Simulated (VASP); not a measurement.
Here is a VASP 6.6.1 calculation.

Contents of INCAR:

```
SYSTEM = NaH
PREC = Accurate ; ENCUT = 500
EDIFF = 1E-6 ; ISMEAR = 0
SIGMA = 0.01 ; LREAL = .False.
LASPH = .True. ; NELM = 120
ALGO = Normal ; ISIF = 2
LWAVE = .False. ; LCHARG = .False.
GGA = PE ; NBANDS = 11
GGA_COMPAT = .False.
```

File KPOINTS:

```
Automatic mesh
0
Gamma
  4 4 4
  0 0 0
```

Contents of POSCAR:

```
NaH
1.0
    0.0000000000      2.4400000000      2.4400000000
    2.4400000000      0.0000000000      2.4400000000
    2.4400000000      2.4400000000      0.0000000000
Na H
1 1
Direct
    0.0000000000      0.0000000000      0.0000000000
    0.5000000000      0.5000000000      0.5000000000
```

Potentials or basis: VASP PAW PBE potentials, release 64 (Na_pv, H).

Launch:

```bash
$ cat potpaw_PBE.64/Na_pv/POTCAR potpaw_PBE.64/H/POTCAR > POTCAR
$ mpirun -np 1 vasp_std > vasp.out
```

(1) What does it give for the band gap on the k mesh?

(2) Estimate the pressure.

Answers

(1) 3.71 eV, indirect (least direct gap 4.55 eV).

(2) -0.7 GPa.

Caveat: the k points lie up to 0.56 Å⁻¹ apart.
